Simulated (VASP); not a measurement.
# Sn (I4/mmm) in VASP: settings compared, part 2 of 2

VASP 6.6.1. Earlier steps stand in the parts before.

### 4 Single point, BLYP

Input file INCAR:

```
SYSTEM = Sn
PREC = Accurate ; ENCUT = 520
EDIFF = 1E-6 ; ISMEAR = 1
SIGMA = 0.1 ; LREAL = .False.
LASPH = .True. ; NELM = 60
ALGO = Normal ; ISIF = 2
LWAVE = .False. ; LCHARG = .False.
GGA = B5 ; ALDAX = 1.0
AGGAX = 1.0 ; AGGAC = 1.0
ALDAC = 0.0 ; NBANDS = 13
```

Input file KPOINTS:

```
regular mesh
0
Gamma
  10 10 10
  0 0 0
```

Input file POSCAR:

```
Sn
1.0
   -2.0291894110      2.0291894110      1.6607599896
    2.0291894110     -2.0291894110      1.6607599896
    2.0291894110      2.0291894110     -1.6607599896
Sn
1
Direct
    0.0000000000      0.0000000000      0.0000000000
```

Potentials or basis: VASP PAW PBE potentials, release 64 (Sn_d).

Run with:

```
$ cat potpaw_PBE.64/Sn_d/POTCAR > POTCAR
$ mpirun -np 1 vasp_std > vasp.out
```

OUTCAR:

```text
SYSTEM = Sn
   PREC = Accurate
   ENCUT = 520
   EDIFF = 1E-6
   ISMEAR = 1
   LREAL = .False.
   LASPH = .True.
   NELM = 60
   ISIF = 2
   GGA = B5

 ion  position               nearest neighbor table
   1  0.000  0.000  0.000-

  LATTYP: Found a body centered tetragonal cell.
 ALAT       =     4.0583788220
 C/A-ratio  =     0.8184351745

  Lattice vectors:

 A1 = (  -2.0291894110,   2.0291894110,   1.6607599896)
 A2 = (   2.0291894110,  -2.0291894110,   1.6607599896)
 A3 = (   2.0291894110,   2.0291894110,  -1.6607599896)

Analysis of symmetry for initial positions (statically):
=====================================================================
 Subroutine PRICEL returns:
 Original cell was already a primitive cell.

 Routine SETGRP: Setting up the symmetry group for a
 body centered tetragonal supercell.

 Subroutine GETGRP returns: Found 16 space group operations
 (whereof 16 operations were pure point group operations)
 out of a pool of 16 trial point group operations.

The static configuration has the point symmetry D_4h.

Analysis of symmetry for dynamics (positions and initial velocities):
=====================================================================
 Subroutine PRICEL returns:
 Original cell was already a primitive cell.

 Routine SETGRP: Setting up the symmetry group for a
 body centered tetragonal supercell.

 Subroutine GETGRP returns: Found 16 space group operations
 (whereof 16 operations were pure point group operations)
 out of a pool of 16 trial point group operations.

The dynamic configuration has the point symmetry D_4h.

 Subroutine INISYM returns: Found 16 space group operations
 (whereof 16 operations are pure point group operations),
 and found     1 'primitive' translations

----------------------------------------------------------------------------------------

                                     Primitive cell

  volume of cell :      27.3534

  direct lattice vectors                    reciprocal lattice vectors
    -2.029189411  2.029189411  1.660759990     0.000000000  0.246403809  0.301066983
     2.029189411 -2.029189411  1.660759990     0.246403809  0.000000000  0.301066983
     2.029189411  2.029189411 -1.660759990     0.246403809  0.246403809  0.000000000

  length of vectors
     3.315621069  3.315621069  3.315621069     0.389045197  0.389045197  0.348467608

  position of ions in fractional coordinates (direct lattice)
     0.000000000  0.000000000  0.000000000

  ion indices of the primitive-cell ions
   primitive index   ion index
                 1           1

----------------------------------------------------------------------------------------

 KPOINTS: regular mesh

Automatic generation of k-mesh.
 Grid dimensions read from file:
 generate k-points for:   10   10   10

 Generating k-lattice:

  Cartesian coordinates                     Fractional coordinates (reciprocal lattice)
     0.000000000  0.024640381  0.030106698     0.100000000 -0.000000000  0.000000000
     0.024640381  0.000000000  0.030106698    -0.000000000  0.100000000  0.000000000
     0.024640381  0.024640381  0.000000000     0.000000000  0.000000000  0.100000000

  Length of vectors
     0.038904520  0.038904520  0.034846761

  Shift w.r.t. Gamma in fractional coordinates (k-lattice)
     0.000000000  0.000000000  0.000000000

 Subroutine IBZKPT returns following result:
 ===========================================

 Found    102 irreducible k-points:

 Following reciprocal coordinates:
            Coordinates               Weight
  0.000000  0.000000  0.000000      1.000000
  0.100000  0.000000  0.000000      8.000000
  0.200000  0.000000  0.000000      8.000000
  0.300000  0.000000  0.000000      8.000000
  0.400000  0.000000  0.000000      8.000000
  0.500000  0.000000  0.000000      4.000000
[... 16 lines left out ...]
  0.300000  0.300000  0.000000      8.000000
  0.400000  0.300000  0.000000     16.000000
 [... further k-points ...]
   k-points           NKPTS =    102   k-points in BZ     NKDIM =    102   number of bands    NBANDS=     13
   number of dos      NEDOS =    301   number of ions     NIONS =      1
   total plane-waves  NPLWV =  21952
   dimension x,y,z NGX =    28 NGY =   28 NGZ =   28
   dimension x,y,z NGXF=    56 NGYF=   56 NGZF=   56
   ions per type =               1
   NGX,Y,Z   is equivalent  to a cutoff of  14.04, 14.04, 14.04 a.u.
   NGXF,Y,Z  is equivalent  to a cutoff of  28.08, 28.08, 28.08 a.u.
 SYSTEM =  Sn
   PREC   = accura    normal or accurate (medium, high low for compatibility)
   ISTART =      0    job   : 0-new  1-cont  2-samecut
   ICHARG =      2    charge: 1-file 2-atom 10-const
   ISPIN  =      1    spin polarized calculation?
   LNONCOLLINEAR =      F non collinear calculations
   LSORBIT =      F    spin-orbit coupling
   LASPH  =      T    aspherical Exc in radial PAW
   ENCUT  =  520.0 eV  38.22 Ry    6.18 a.u.   6.16  6.16  6.16*2*pi/ulx,y,z
   NELM   =     60;   NELMIN=  2; NELMDL= -5     # of ELM steps
   EDIFF  = 0.1E-05   stopping-criterion for ELM
   LREAL  =      F    real-space projection
   EDIFFG = 0.1E-04   stopping-criterion for IOM
   NSW    =      0    number of steps for IOM
   IBRION =     -1    ionic relax: 0-MD 1-quasi-New 2-CG
   NFREE  =      0    steps in history (QN), initial steepest desc. (CG)
   ISIF   =      2    stress and relaxation
   ISYM   =      2    0-nonsym 1-usesym 2-fastsym
   POTIM  = 0.5000    time-step for ionic-motion
   TEBEG  =    0.0;   TEEND  =   0.0 temperature during run
   PSTRESS=    0.0 pullay stress
   NELECT =      14.0000    total number of electrons
   NUPDOWN=      -1.0000    fix difference up-down
   EMIN   =  10.00;   EMAX   =-10.00  energy-range for DOS
   EFERMI =   0.00;   METHOD = LEGACY
   ISMEAR =     1;   SIGMA  =   0.10  broadening in eV -4-tet -1-fermi 0-gaus
   EFERMI_NEDOS =   21; number of points for ismear=-14 and -15
   IALGO  =     38    algorithm
   IMIX   =      4    mixing-type and parameters
     AMIX     =   0.40;   BMIX     =  1.00
     AMIX_MAG =   1.60;   BMIX_MAG =  1.00
  volume/ion in A,a.u.               =      27.35       184.59
  Fermi-wavevector in a.u.,A,eV,Ry     =   1.309524  2.474642 23.331997  1.714853
  Thomas-Fermi vector in A             =   2.440117
   LORBIT       =      0    0 simple, 1 ext, 2 COOP (PROOUT), +10 PAW based schemes
   GGA     = B5    functional components
   LHFCALC =     F    Hartree Fock is set to
   AEXX    =    0.0000 exact exchange contribution
   IVDW    =     0    specifies the selected vdW correction
   LEPSILON=     F    determine dielectric tensor
   LRPA    =     F    only Hartree local field effects (RPA)
 non-spin polarized calculation
 Methfessel and Paxton  Order N= 1 SIGMA  =   0.10
  energy-cutoff  :      520.00
  volume of cell :       27.35
 maximum number of plane-waves:       754
 NGX is ok and might be reduce to    28
   NGX = 13   NGY = 13   NGZ = 13

 number of electron      14.0000001 magnetization

 Free energy of the ion-electron system (eV)
  ---------------------------------------------------
  ext. energy  EPLUGINS =         0.00000000
  ---------------------------------------------------
  free energy    TOTEN  =        -2.89851093 eV

  energy without entropy =       -2.89838040  energy(sigma->0) =       -2.89846742

 E-fermi :   8.4229     XC(G=0):  -9.7114

 val. band max:        8.3889176081   @ k =   0.3000   0.2000   0.1000
 cond. band min:       8.4383978788   @ k =   0.5000   0.2000   0.0000
 fundamental gap:      0.0494802706
 Fermi energy:         8.4229463696

 k-point     1 :       0.0000    0.0000    0.0000
  band No.  band energies     occupation
      1     -13.0931      2.00000
      2     -13.0183      2.00000
      3     -13.0183      2.00000
      4     -13.0161      2.00000
      5     -12.8968      2.00000
      6      -2.5906      2.00000
      7      15.0522      0.00000
      8      15.0522      0.00000
      9      17.4926      0.00000
     10      18.8283      0.00000
     11      20.1743      0.00000
     12      21.2143      0.00000
     13      21.2143      0.00000
[... 353 lines left out ...]
 k-point    24 :       0.4000    0.3000    0.0000
  band No.  band energies     occupation
      1     -13.0656      2.00000
      2     -12.9837      2.00000
      3     -12.9573      2.00000
      4     -12.9281      2.00000
      5     -12.9064      2.00000
      6       2.3361      2.00000
      7       5.9653      2.00000
      8       7.4142      2.00000
      9      12.8531      0.00000
     10      17.7421      0.00000
     11      19.9270      0.00000
     12      24.4565      0.00000
     13      24.9215      0.00000

 [... further k-points ...]
[... 5 lines left out ...]
  --------------------------------------------------------------------------------------
  -------------------------------------------------------------------------------------
  Total        0.8895561      0.8895561      1.0047630      0.0000000      0.0000000      0.0000000
  in kB       52.1040958     52.1040958     58.8521289      0.0000000      0.0000000      0.0000000
  external PRESSURE =      54.3534401 kB  Pullay stress =       0.0000000 kB

 VOLUME and BASIS-vectors are now :
 -----------------------------------------------------------------------------
  energy-cutoff  :      520.00
  volume of cell :       27.35
      direct lattice vectors                 reciprocal lattice vectors
    -2.029189411  2.029189411  1.660759990     0.000000000  0.246403809  0.301066983
     2.029189411 -2.029189411  1.660759990     0.246403809  0.000000000  0.301066983
     2.029189411  2.029189411 -1.660759990     0.246403809  0.246403809  0.000000000

 POSITION                                       TOTAL-FORCE (eV/Angst)
 -----------------------------------------------------------------------------------
      0.00000      0.00000      0.00000         0.000000      0.000000      0.000000
 -----------------------------------------------------------------------------------
    total drift:                               -0.000000      0.000000      0.000000

  FREE ENERGIE OF THE ION-ELECTRON SYSTEM (eV)
  ---------------------------------------------------
  free  energy   TOTEN  =        -2.8985109273 eV

  energy  without entropy=       -2.8983803993  energy(sigma->0) =       -2.89846742
```

OSZICAR:

```text
N       E                     dE             d eps       ncg     rms          rms(c)
DAV:   1     0.813971239716E+02    0.81397E+02   -0.71550E+03  2733   0.161E+03
DAV:   2     0.273637681829E+01   -0.78661E+02   -0.76211E+02  2832   0.340E+02
DAV:   3    -0.278923332062E+01   -0.55256E+01   -0.55111E+01  3167   0.723E+01
DAV:   4    -0.290721423536E+01   -0.11798E+00   -0.11796E+00  3157   0.114E+01
DAV:   5    -0.291150931825E+01   -0.42951E-02   -0.42950E-02  3460   0.212E+00    0.128E+00
DAV:   6    -0.290060501891E+01    0.10904E-01   -0.15260E-02  3378   0.217E+00    0.670E-01
DAV:   7    -0.289847633759E+01    0.21287E-02   -0.79480E-03  3347   0.148E+00    0.113E-01
DAV:   8    -0.289851693390E+01   -0.40596E-04   -0.86338E-04  3297   0.468E-01    0.310E-02
DAV:   9    -0.289850842087E+01    0.85130E-05   -0.28340E-05  3323   0.850E-02    0.153E-02
DAV:  10    -0.289851077115E+01   -0.23503E-05   -0.50234E-06  3117   0.198E-02    0.225E-03
DAV:  11    -0.289851092728E+01   -0.15613E-06   -0.79861E-08  1871   0.316E-03
   1 F= -.28985109E+01 E0= -.28984674E+01  d E =-.130528E-03
```

Run time: 23 s. Hardware: 1 thread of AMD EPYC 9R45 (Zen 5), shared host; peak memory 0.14 GiB.

What came out:

- Free energy: -2.8985 eV
- Pressure: 5.4 GPa
- Band gap on the k mesh: zero (band 7 reaches 15.05 eV, above the bottom of band 8 at 6.54 eV)

Levels at points of the mesh, in eV from the Fermi level:
| k point | band 3 | band 4 | band 5 | band 6 | band 7 | band 8 | band 9 | band 10 | band 11 | band 12 |
| --- | --- | --- | --- | --- | --- | --- | --- | --- | --- | --- |
| (0.00, 0.00, 0.00) | -21.44 | -21.44 | -21.32 | -11.01 | 6.63 | 6.63 | 9.07 | 10.41 | 11.75 | 12.79 |
| (0.50, 0.00, 0.00) | -21.36 | -21.30 | -21.27 | -5.86 | -4.03 | 2.98 | 4.33 | 7.50 | 7.64 | 13.93 |
| (0.50, 0.50, 0.00) | -21.41 | -21.36 | -21.28 | -7.35 | -4.52 | 5.64 | 7.63 | 10.59 | 11.17 | 12.03 |
| (0.50, 0.50, 0.50) | -21.30 | -21.30 | -21.26 | -3.58 | -1.53 | -1.53 | 2.49 | 3.50 | 6.40 | 18.91 |

Caveat: the PAW data sets were made with another functional, which shifts forces and pressure a little; spin-orbit coupling is left out, which moves the levels of the heavy elements.

### 5 Single point, PBEsol

Input file INCAR:

```
PREC = Accurate ; ENCUT = 520
EDIFF = 1E-6 ; ISMEAR = 1
SIGMA = 0.1 ; LREAL = F
LASPH = T ; NELM = 60
ALGO = Normal ; ISIF = 2
LWAVE = F ; LCHARG = F
GGA = PS ; NBANDS = 13
```

Input file KPOINTS:

```
regular mesh
0
Gamma
  10 10 10
```

POSCAR is that of step 4.

Run with:

```
$ cat potpaw_PBE.64/Sn_d/POTCAR > POTCAR
$ mpirun -np 1 vasp_std > vasp.out
```

Run time: 16 s. Hardware: 1 thread of AMD EPYC 9R45 (Zen 5), shared host; peak memory 0.14 GiB.

It converged, with:

- Free energy: -4.2255 eV
- Pressure: -2.0 GPa
- Band gap on the k mesh: zero (band 7 reaches 14.57 eV, above the bottom of band 8 at 5.78 eV)

Stress tensor (GPa, compression positive):
```
-2.37  0.00  0.00
 0.00 -2.37  0.00
 0.00  0.00 -1.32
```

Levels at points of the mesh, in eV from the Fermi level:
```
           k point  band 5  band 6  band 7  band 8  band 9  band 10
(0.00, 0.00, 0.00)  -21.19  -10.99    6.81    6.81    9.36    10.34
(0.50, 0.00, 0.00)  -21.15   -5.72   -4.10    3.13    4.38     7.24
(0.50, 0.50, 0.00)  -21.15   -7.23   -4.62    5.83    7.79    10.45
(0.50, 0.50, 0.50)  -21.14   -3.36   -1.50   -1.50    2.58     3.11
```

Caveat: the PAW data sets were made with another functional, which shifts forces and pressure a little; spin-orbit coupling is left out, which moves the levels of the heavy elements.

### 6 Single point, PBE

This run uses another cell than the first one, of 27.79 Å³/atom, 1.016 times its volume.

Input file INCAR:

```
PREC = Accurate
ENCUT = 520
EDIFF = 1E-6
ISMEAR = 1
SIGMA = 0.2
LREAL = False
LASPH = True
NELM = 60
ALGO = Normal
ISIF = 2
LWAVE = False
LCHARG = False
GGA = PE
NBANDS = 13
```

Input file KPOINTS:

```
Automatic mesh
0
Gamma
  10 10 10
```

Input file POSCAR:

```
Sn
1.0
   -2.0315160953      2.0315160953      1.6833980243
    2.0315160953     -2.0315160953      1.6833980243
    2.0315160953      2.0315160953     -1.6833980243
Sn
1
Direct
    0.0000000000      0.0000000000      0.0000000000
```

Potentials or basis: VASP PAW PBE potentials, release 64 (Sn_d).

Run with:

```
$ cat potpaw_PBE.64/Sn_d/POTCAR > POTCAR
$ mpirun -np 1 vasp_std > vasp.out
```

Run time: 17 s. Hardware: 1 thread of AMD EPYC 9R45 (Zen 5), shared host; peak memory 0.14 GiB.

It converged, with:

```yaml
Free_energy: -3.7789 eV
Pressure: 0.0 GPa
Band_gap_on_the_k_mesh: zero (band 7 reaches 14.56 eV, above the bottom of band 8 at 5.79 eV)
```

Levels at points of the mesh, in eV from the Fermi level:
```
           k point  band 5  band 6  band 7  band 8  band 9  band 10
(0.00, 0.00, 0.00)  -21.34  -10.89    6.80    6.80    9.06    10.34
(0.50, 0.00, 0.00)  -21.29   -5.77   -4.06    3.08    4.38     7.18
(0.50, 0.50, 0.00)  -21.30   -7.15   -4.54    5.56    7.55    10.11
(0.50, 0.50, 0.50)  -21.29   -3.33   -1.43   -1.43    2.32     3.15
```

Caveat: spin-orbit coupling is left out, which moves the levels of the heavy elements.

### 7 Summary

| level | cell | smearing | gap on the mesh (eV) | pressure (GPa) |
| --- | --- | --- | --- | --- |
| PBEsol | a = 3.316 Å, angles 104.5, 104.5, 119.9°, 1 atom | gaussian 0.05 eV | none | -2.0 |
| PBE | a = 3.316 Å, angles 104.5, 104.5, 119.9°, 1 atom | gaussian 0.05 eV | none | 0.9 |
| BLYP | a = 3.316 Å, angles 104.5, 104.5, 119.9°, 1 atom | methfessel-paxton 0.1 eV | none | 5.4 |
| PBEsol | a = 3.316 Å, angles 104.5, 104.5, 119.9°, 1 atom | methfessel-paxton 0.1 eV | none | -2.0 |
| PBE | a = 3.330 Å, angles 104.8, 104.8, 119.3°, 1 atom | methfessel-paxton 0.2 eV | none | 0.0 |

Alike in all rows: task single point; potentials or basis VASP PAW PBE potentials, release 64 (Sn_d); no spin polarisation; k mesh 10 × 10 × 10; cutoff (eV) 520.

Every run on the cell as given and a fine mesh finds a metal. The pressure there spans -2.0 GPa (PBEsol) to 5.4 GPa (BLYP); a positive pressure means that this level wants a larger cell, a negative one a smaller.

Caveats: spin-orbit coupling is left out, which moves the levels of the heavy elements; the PAW data sets were made with another functional, which shifts forces and pressure a little (some runs).

Total energies depend on the potentials used, so only differences within one code and one set of settings carry meaning.
